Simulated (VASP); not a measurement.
Wanted: the native input for a VASP 6.6.1 run.

```yaml
Task: single point
Functional: r2SCAN
Potentials_or_basis: VASP PAW PBE potentials, release 64 (Pb_d, Se)
Cutoff: 520 eV
k_mesh: 8 × 8 × 8
Occupations: gaussian, width 0.01 eV
Spin: no spin polarisation
Dipole_correction: no
Further_INCAR_settings: ALGO = Normal; EDIFF = 1e-06; NBANDS = 35
```

Crystal: PbSe2.

```xyz
6
Lattice="-3.2386 3.2386 3.9022 3.2386 -3.2386 3.9022 3.2386 3.2386 -3.9022" Properties=species:S:1:pos:R:3 pbc="T T T"
Pb    0.0000    0.0000    1.9511
Pb    0.0000    0.0000    5.8533
Se    0.8409    4.0795    0.0000
Se    2.3978   -0.8409    3.9022
Se    0.8409    2.3978    3.9022
Se    2.3978    0.8409    0.0000
```

The input as run:

POSCAR

```
PbSe2
1.0
   -3.2386329600      3.2386329600      3.9021962900
    3.2386329600     -3.2386329600      3.9021962900
    3.2386329600      3.2386329600     -3.9021962900
Pb Se
2 4
Direct
    0.2500000000      0.2500000000      0.0000000000
    0.7500000000      0.7500000000      0.0000000000
    0.6298167375      0.1298167375      0.7596334750
    0.3701832625      0.8701832625      0.2403665250
    0.8701832625      0.6298167375      0.5000000000
    0.1298167375      0.3701832625      0.5000000000
```

INCAR.step1

```
PREC = Accurate
ENCUT = 520
ISMEAR = 0
SIGMA = 0.01
LREAL = False
LASPH = True
NELM = 80
NBANDS = 35
GGA = PE
ALGO = Normal
EDIFF = 1E-4
LWAVE = True
LCHARG = False
```

INCAR.step2

```
PREC = Accurate
ENCUT = 520
EDIFF = 1E-6
ISMEAR = 0
SIGMA = 0.01
LREAL = False
LASPH = True
NELM = 80
ALGO = Normal
ISIF = 2
LWAVE = False
LCHARG = False
METAGGA = R2SCAN
LMIXTAU = True
NBANDS = 35
ISTART = 1
```

KPOINTS

```
Automatic mesh
0
Gamma
  8 8 8
```

Potentials or basis: VASP PAW PBE potentials, release 64 (Pb_d, Se).

Launch:

```sh
$ cat potpaw_PBE.64/Pb_d/POTCAR potpaw_PBE.64/Se/POTCAR > POTCAR
$ cp INCAR.step1 INCAR
$ mpirun -np 1 vasp_std > vasp.out
$ cp INCAR.step2 INCAR
$ mpirun -np 1 vasp_std > vasp.out
```

Results of the run:

```
Pressure               : 0.0 GPa
Largest force          : 0.010 eV/Å
Band gap on the k mesh : 0.09 eV, indirect (least direct gap 0.67 eV)
```

Caveat: the PAW data sets were made with another functional, which shifts forces and pressure a little; spin-orbit coupling is left out, which moves the levels of the heavy elements.

Run time: 13 min on 1 thread of Intel(R) Xeon(R) Platinum 8488C (Sapphire Rapids) (shared host), peak memory 0.54 GiB.
